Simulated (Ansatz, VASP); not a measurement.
**CaO: VASP beside Ansatz**

File INCAR:

```
PREC = Accurate
ENCUT = 520
EDIFF = 1E-7
ISMEAR = -1
SIGMA = 0.02
LREAL = False
LASPH = True
NELM = 100
ALGO = Normal
ISIF = 2
LWAVE = False
LCHARG = False
GGA = PE
NBANDS = 15
```

The input KPOINTS:

```
regular mesh
0
Gamma
  8 8 8
```

Contents of POSCAR:

```
CaO
1.0
    0.0000000000      2.5793610583      2.6067317416
    2.5793610583      0.0000000000      2.6067317416
    2.5793610583      2.5793610583      0.0000000000
Ca O
1 1
Direct
    0.0000000000      0.0000000000      0.0000000000
    0.2500000000      0.2500000000      0.2500000000
```

Input for Ansatz:

```yaml
crystal:
  lattice:
    - [0.0, 2.5793610583, 2.6067317416]
    - [2.5793610583, 0.0, 2.6067317416]
    - [2.5793610583, 2.5793610583, 0.0]
  atoms:
    - { symbol: Ca, position: [0.0, 0.0, 0.0] }
    - { symbol: O, position: [0.25, 0.25, 0.25] }
kpoints:
  mp_grid: { grid: [8, 8, 8] }
  band_path:
    path:
      - [0.0, 0.0, 0.0]
      - [-0.5, -0.5, 0.0]
      - [-0.375, -0.375, 0.25]
      - [-0.375, 0.0, 0.375]
      - [0.0, 0.0, 0.5]
      - [-0.5, -0.25, 0.25]
    npoints: 1
hamiltonian:
  xc: pbe
scf:
  occupations: { method: fermi_dirac, width: 0.02 }
  n_extra_bands: 4
output:
  forces: true
  stress: true
  eigenvalues: true
```

Change from the starting cell: biaxial_xy strain -1.1%.

Alike in both runs: task single point; functional PBE; k mesh 8 × 8 × 8; occupations fermi-dirac, width 0.02 eV; no spin polarisation.

|  | VASP | Ansatz |
| --- | --- | --- |
| version | VASP 6.6.1 | Ansatz 0.2.0 |
| potentials or method | VASP PAW PBE potentials, release 64 (Ca_sv, O) | plane waves, PAW |
| plane-wave cutoff (eV) | 520 | 420 |
| valence electrons in the cell | 16 | 16 |

|  | VASP | Ansatz | Ansatz less VASP |
| --- | --- | --- | --- |
| gap on the k mesh at the Fermi level (eV) | 3.39 | 3.40 | +0.008 |
| pressure (GPa) | 3.7 | 3.1 | -0.53 |
| traceless stress, the component that is largest in VASP (GPa) | -0.09 | -0.10 | -0.008 |
